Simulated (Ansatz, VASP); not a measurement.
**One calculation of TiC, two programs**

```
Ti C
1.0
     0.00000    2.16572    2.16572
     2.16572    0.00000    2.16572
     2.16572    2.16572    0.00000
Ti C
1 1
Direct
  0.00000 0.00000 0.00000
  0.50000 0.50000 0.50000
```

Alike in both runs: task single point; functional PBE-based screened hybrid; k mesh 6 × 6 × 6; occupations fermi-dirac, width 0.05 eV; no spin polarisation.

|  | VASP | Ansatz |
| --- | --- | --- |
| version | VASP 6.6.1 | Ansatz 0.2.0 |
| potentials or method | VASP PAW PBE potentials, release 64 (Ti_sv, C) | Ansatz PAW |
| plane-wave cutoff (eV) | 520 | 420 |
| valence electrons in the cell | 16 | 16 |

Ansatz gave:

* gap on the k mesh at the Fermi level (eV): none
* pressure (GPa): -8.9

Estimate VASP's values.

gap on the k mesh at the Fermi level (eV): none; pressure (GPa): -9.3.

VASP's potentials were made for PBE, not for PBE-based screened hybrid. A gap of «none» marks a metal or a gap that the smearing closes.

The k mesh is coarse, so the values compare programs but aren't converged.
